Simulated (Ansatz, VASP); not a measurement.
Ta2Ru in VASP and in Ansatz

```
Ta Ru
1.0
     4.09646    0.00000    0.00000
     0.00000    4.09646    0.00000
     0.00000    0.00000    5.89732
Ta Ru
4 2
Direct
  0.00000 0.50000 0.20300
  0.00000 0.50000 0.70300
  0.50000 0.00000 0.29700
  0.50000 0.00000 0.79700
  0.00000 0.00000 0.00000
  0.50000 0.50000 0.50000
```

Alike in both runs: task relaxation of cell and atoms; functional PBE; k mesh 4 × 4 × 4; occupations gaussian, width 0.1 eV; no spin polarisation.

|  | VASP | Ansatz |
| --- | --- | --- |
| version | VASP 6.6.1 | Ansatz 0.2.0 |
| potentials or method | VASP PAW PBE potentials, release 64 (Ta_pv, Ru_pv), cutoff 600 eV | scalar-relativistic, plane waves, PAW |
| valence electrons in the cell | 72 | 84 |

|  | VASP | Ansatz | Ansatz less VASP |
| --- | --- | --- | --- |
| gap on the k mesh at the Fermi level, each at its own relaxed structure (eV) | none | none | - |
| relaxed volume (Å³/atom) | 19.49 | 19.48 | -0.005 |
| relaxed cell length with the largest relative difference (Å) | 6.210 | 6.203 | -0.0072 |

A gap of «none» marks a metal or a gap that the smearing closes. VASP's potentials hold 72 valence electrons a cell and Ansatz's 84, so a difference there can come from the potentials and not from the codes.

The k mesh is coarse, so the values compare programs but aren't converged. Spin-orbit coupling is off throughout. Noted on VASP's run: the volume moved by over 15 % at a fixed basis, so the end points are rough.
